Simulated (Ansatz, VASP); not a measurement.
Ir in VASP and in Ansatz

Contents of INCAR:

```
PREC     = Accurate       # precision mode
ENCUT    = 500            # plane-wave cutoff, eV
EDIFF    = 1E-6           # SCF threshold, eV
ISMEAR   = -1             # smearing method
SIGMA    = 0.08           # smearing width, eV
LREAL    = False          # projectors in reciprocal space
LASPH    = True           # aspherical terms in the spheres
NELM     = 120            # most SCF steps
ALGO     = Normal         # electronic algorithm
ISIF     = 2              # what is computed and relaxed
LWAVE    = False          # write WAVECAR
LCHARG   = False          # write CHGCAR
GGA      = CA             # functional
NBANDS   = 10             # bands
GGA_COMPAT= False
```

File KPOINTS:

```
regular mesh
0
Gamma
  19 19 19
```

POSCAR

```
Ir
1.0
    0.0000000000      1.8264282417      1.8264282417
    1.8264282417      0.0000000000      1.8264282417
    1.8264282417      1.8264282417      0.0000000000
Ir
1
Direct
    0.0000000000      0.0000000000      0.0000000000
```

Input for Ansatz:

```yaml
crystal:
  lattice:
    - [0.0, 1.8264282417, 1.8264282417]
    - [1.8264282417, 0.0, 1.8264282417]
    - [1.8264282417, 1.8264282417, 0.0]
  atoms:
    - { symbol: Ir, position: [0.0, 0.0, 0.0] }
kpoints:
  mp_grid: { grid: [19, 19, 19] }
scf:
  occupations: { method: fermi_dirac, width: 0.08 }
hamiltonian:
  xc: lda
  pseudopotentials: { kind: all_electron, datasets: crystal }
output:
  forces: true
  stress: true
  eigenvalues: true
```

Change from the starting cell: volume scaled by 0.88, crystal datasets.

Alike in both runs: task single point; functional LDA; k mesh 19 × 19 × 19; occupations fermi-dirac, width 0.08 eV; no spin polarisation.

|  | VASP | Ansatz |
| --- | --- | --- |
| version | VASP 6.6.1 | Ansatz 0.2.0 |
| potentials or method | VASP PAW LDA potentials, release 64 (Ir), cutoff 500 eV | all-electron PAW with datasets made for the crystal, scalar-relativistic |

Ansatz gave:

| Quantity | Value |
| --- | --- |
| pressure (GPa) | 70.9 |

Q: Estimate VASP's values.

A: Pressure (GPa): 75.8.

LDA's correlation is that of Perdew and Zunger in VASP and of Perdew and Wang (1992) in Ansatz. Both programs put the cell under a high pressure, so it lies far from rest at this level. Ansatz ran all-electron here, and VASP with PAW potentials.

Spin-orbit coupling is off throughout. Noted on VASP's run: the cell as given lies far from equilibrium.
